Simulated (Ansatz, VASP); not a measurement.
# One calculation of BaS, two programs

```
Ba S
1.0
     0.00000    3.21270    3.21270
     3.21270    0.00000    3.21270
     3.21270    3.21270    0.00000
Ba S
1 1
Direct
  0.00000 0.00000 0.00000
  0.50000 0.50000 0.50000
```

Alike in both runs: functional r2SCAN; k mesh 12 × 12 × 12; occupations fermi-dirac, width 0.1 eV; no spin polarisation.

Ansatz relaxed the structure, and its values are those at the end. VASP's run is a single point on that final structure, the one shown.

```csv
,VASP,Ansatz
version,VASP 6.6.1,Ansatz 0.2.0
potentials or method,"VASP PAW PBE potentials, release 64 (Ba_sv, S)","PAW with Ansatz's default frozen-core files, scalar-relativistic"
plane-wave cutoff (eV),520,500
valence electrons in the cell,16,16
```

```csv
,VASP,Ansatz,Ansatz less VASP
pressure (GPa),0.5,0.0,-0.56
```

VASP's potentials were made for PBE, not for r2SCAN.

Neither program's run includes spin-orbit coupling.
